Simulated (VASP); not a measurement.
CdS: single point with PBE

CdS:

```
Cd S
1.0
     4.19099    0.00000    0.00000
     0.00000    5.92695    0.00000
     0.00000    0.00000    4.19099
Cd S
2 2
Direct
  0.00000 0.00000 0.00001
  0.50000 0.50000 0.50001
  0.50000 0.25000 0.00001
  0.00000 0.75000 0.50001
```

```json
{
  "Program": "VASP 6.6.1",
  "Task": "single point",
  "Functional": "PBE",
  "Potentials or basis": "VASP PAW PBE potentials, release 64 (Cd, S)",
  "Cutoff": "500 eV",
  "k mesh": "6 × 6 × 6",
  "Occupations": "gaussian, width 0.02 eV",
  "Spin": "non-collinear spin, zero start, spin-orbit coupling",
  "Starting moments": "[[0.0, 0.0, 0.0], [0.0, 0.0, 0.0], [0.0, 0.0, 0.0], [0.0, 0.0, 0.0]] μB",
  "Dipole correction": "no",
  "Further INCAR settings": "ALGO = Normal; EDIFF = 1e-06; NBANDS = 50"
}
```

```yaml
Pressure: 0.2 GPa
Net_moment: 0.00 μB per cell
Valence_electrons_inside_the_program's_atomic_spheres: Cd 10.28; S 3.71
```

Moments on the atoms (μB; x, y, z):
```
Cd  0.00 0.00 0.00
Cd  0.00 0.00 0.00
S   0.00 0.00 0.00
S   0.00 0.00 0.00
```

Wall time 19 min on 1 thread of Intel Xeon 8259CL, with other jobs on the host, peak memory 0.6 GiB.
